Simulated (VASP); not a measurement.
## Cu: single point with BLYP+D3(BJ)

Cu:

```
Cu
1.0
     0.00000    1.80750    1.80750
     1.80750    0.00000    1.80750
     1.80750    1.80750    0.00000
Cu
1
Direct
  0.00000 0.00000 0.00000
```

```yaml
Program: VASP 6.6.1
Task: single point
Functional: BLYP
Dispersion: D3(BJ)
Potentials_or_basis: VASP PAW PBE potentials, release 64 (Cu)
Cutoff: 600 eV
k_mesh: 13 × 13 × 13
Occupations: fermi-dirac, width 0.05 eV
Spin: no spin polarisation
```

- Pressure: -8.4 GPa
- Band gap on the k mesh: zero (an odd number of electrons rules out a gap without spin polarisation)
- Dispersion energy per atom: -1.319 eV

Levels at points of the mesh, in eV from the Fermi level:
```tsv
k point	band 3	band 4	band 5	band 6	band 7	band 8	band 9	band 10
(0.00, 0.00, 0.00)	-3.33	-3.33	-2.51	-2.51	22.74	24.99	24.99	24.99
```

Run time: 9.5 s on 1 thread of AMD EPYC 9R45 96-Core Processor (Zen 5) (shared host), peak memory 0.11 GiB.

Caveat: the cell stands under tension; the PAW data sets were made with another functional, which shifts forces and pressure a little.
